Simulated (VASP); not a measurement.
# Ba: single point with PBE

Ba:

```
CELL_PARAMETERS angstrom
-2.60300 2.60300 2.60300
2.60300 -2.60300 2.60300
2.60300 2.60300 -2.60300
ATOMIC_POSITIONS crystal
Ba 0.00000 0.00000 0.00000
```

- Program: VASP 6.6.1
- Task: single point
- Functional: PBE
- Potentials or basis: VASP PAW PBE potentials, release 64 (Ba_sv)
- Cutoff: 520 eV
- k mesh: 7 × 7 × 7
- Occupations: fermi-dirac, width 0.1 eV
- Spin: no spin polarisation

```yaml
Pressure: -0.7 GPa
Band_gap_on_the_k_mesh: zero (band 5 reaches 1.53 eV, above the bottom of band 6 at 0.99 eV)
```

Levels at points of the mesh, in eV from the Fermi level:
```tsv
k point	band 3	band 4	band 5	band 6	band 7	band 8
(0.00, 0.00, 0.00)	-14.09	-14.09	-2.69	1.70	1.70	1.70
```

Run time: 15 s on 1 thread of Intel(R) Xeon(R) Platinum 8375C CPU @ 2.90GHz (Ice Lake), with other jobs on the host, peak memory 0.2 GiB.

Caveat: spin-orbit coupling is left out, which moves the levels of the heavy elements.
